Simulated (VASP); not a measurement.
Set up this calculation in VASP 6.6.1, as the native input.

| Property | Result |
| --- | --- |
| Task | single point |
| Functional | PBE |
| Potentials or basis | VASP PAW PBE potentials, release 64 (Ga_d, Sb) |
| Cutoff | 520 eV |
| k mesh | 16 × 16 × 16 |
| Occupations | gaussian, width 0.15 eV |
| Spin | no spin polarisation |
| Dipole correction | no |
| Further INCAR settings | ALGO = Normal; EDIFF = 1e-07; NBANDS = 16 |

The structure of GaSb lies in POSCAR:

```
GaSb
1.0
    0.0000000000      3.0292476159      3.2622666633
    3.0292476159      0.0000000000      3.2622666633
    3.0292476159      3.0292476159      0.0000000000
Ga Sb
1 1
Direct
    0.0000000000      0.0000000000      0.0000000000
    0.7500000000      0.7500000000      0.7500000000
```

This cell differs from its parent crystal: strain -0.025 along x and y, +0.050 along z.

The input as run:

INCAR

```
PREC = Accurate
ENCUT = 520
EDIFF = 1E-7
ISMEAR = 0
SIGMA = 0.15
LREAL = False
LASPH = True
NELM = 80
ALGO = Normal
ISIF = 2
LWAVE = False
LCHARG = False
GGA = PE
NBANDS = 16
```

KPOINTS

```
Automatic mesh
0
Gamma
  16 16 16
```

Potentials or basis: VASP PAW PBE potentials, release 64 (Ga_d, Sb).

The run is started by

```sh
$ cat potpaw_PBE.64/Ga_d/POTCAR potpaw_PBE.64/Sb/POTCAR > POTCAR
$ mpirun -np 1 vasp_std > vasp.out
```

It gave:

```json
{"Pressure": "0.1 GPa", "Band gap on the k mesh": "zero (filled and empty bands touch)"}
```

Caveat: the cell differs from its parent crystal (strain -0.025 along x and y, +0.050 along z); semilocal functionals underestimate gaps, and a narrow one can read as zero; spin-orbit coupling is left out, which moves the levels of the heavy elements.

Run time: 3.4 min on 1 thread of Intel(R) Xeon(R) Platinum 8488C (Sapphire Rapids), on a shared host, peak memory 0.47 GiB.
